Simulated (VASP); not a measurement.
MoS2: single point with PBE+D3(BJ)

Crystal: MoS2.

```xyz
3
Lattice="1.5765 0.9102 5.8166 -1.5765 0.9102 5.8166 0.0000 -1.8204 5.8166" Properties=species:S:1:pos:R:3 pbc="T T T"
Mo    0.0000    0.0000    0.0003
S     0.0000    0.0000   13.1495
S     0.0000    0.0000   10.1161
```

This cell differs from its parent crystal: strain +0.000 along x and y, -0.030 along z.

```yaml
Program: VASP 6.6.1
Task: single point
Functional: PBE
Dispersion: D3(BJ)
Potentials_or_basis: VASP PAW PBE potentials, release 64 (Mo_sv, S)
Cutoff: 520 eV
k_mesh: 12 × 12 × 12
Occupations: gaussian, width 0.05 eV
Spin: no spin polarisation
```

- Pressure: 5.4 GPa
- Largest force: 0.875 eV/Å
- Band gap on the k mesh: 0.57 eV (least direct gap 1.68 eV)
- Dispersion energy per atom: -0.454 eV

Forces on the atoms (eV/Å):
```
Mo   0.000  0.000  0.001
S    0.000  0.000  0.874
S    0.000  0.000 -0.875
```

Stress tensor (GPa, compression positive):
```
3.29 0.00 0.00
0.00 3.29 0.00
0.00 0.00 9.51
```

Levels at points of the mesh, in eV from the valence-band top:
```
           k point  band 9  band 10  band 11  band 12  band 13  band 14  band 15  band 16  band 17  band 18
(0.00, 0.00, 0.00)   -3.93    -2.78    -2.78    -1.46    -1.05     1.68     1.68     2.26     2.26     5.23
(0.50, 0.00, 0.00)   -5.47    -4.54    -2.53    -2.00    -1.83     1.29     1.73     3.15     3.33     5.13
(0.50, 0.50, 0.00)   -5.12    -4.40    -3.31    -2.32    -1.65     1.21     1.87     2.76     3.86     5.88
(0.50, 0.50, 0.50)   -3.96    -3.96    -2.72    -2.72     0.00     1.85     1.85     2.02     2.02     5.23
```

Wall time 4.5 min on 1 thread of Intel(R) Xeon(R) 6975P-C (Granite Rapids) (shared host), peak memory 0.42 GiB.

Caveat: the cell differs from its parent crystal (strain +0.000 along x and y, -0.030 along z); the cell stands under pressure. A k mesh can miss the band edges.
